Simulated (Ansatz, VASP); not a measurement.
# Two plane-wave programs on C

```xyz
2
Lattice="0.0000 2.1760 3.4645 1.2570 0.0000 3.4645 1.2570 2.1760 0.0000" Properties=species:S:1:pos:R:3 pbc="T T T"
C     1.2570    0.6107    3.4645
C     1.2570    3.7412    3.4645
```

Alike in both runs: task single point; functional PBE; dispersion D3(BJ); k mesh 16 × 16 × 16; occupations gaussian, width 0.03 eV; no spin polarisation.

|  | VASP | Ansatz |
| --- | --- | --- |
| version | VASP 6.6.1 | Ansatz 0.2.0 |
| potentials or method | VASP PAW PBE potentials, release 64 (C), cutoff 520 eV | scalar-relativistic, plane waves, PAW |
| valence electrons in the cell | 8 | 8 |

Ansatz gave:

| Quantity | Value |
| --- | --- |
| gap on the k mesh at the Fermi level (eV) | none |
| pressure (GPa) | 10.5 |
| traceless stress, the component that is largest in VASP (GPa) | 35.02 |
| rms of the force components (eV/Å) | 7.896 |

**Question.** Estimate VASP's values.

**Answer.** gap on the k mesh at the Fermi level (eV): none; pressure (GPa): 10.8; traceless stress, the component that is largest in VASP (GPa): 35.81; rms of the force components (eV/Å): 7.956.

Atom by atom the forces differ by 0.060 eV/Å (rms over components). A gap of «none» marks a metal or a gap that the smearing closes.
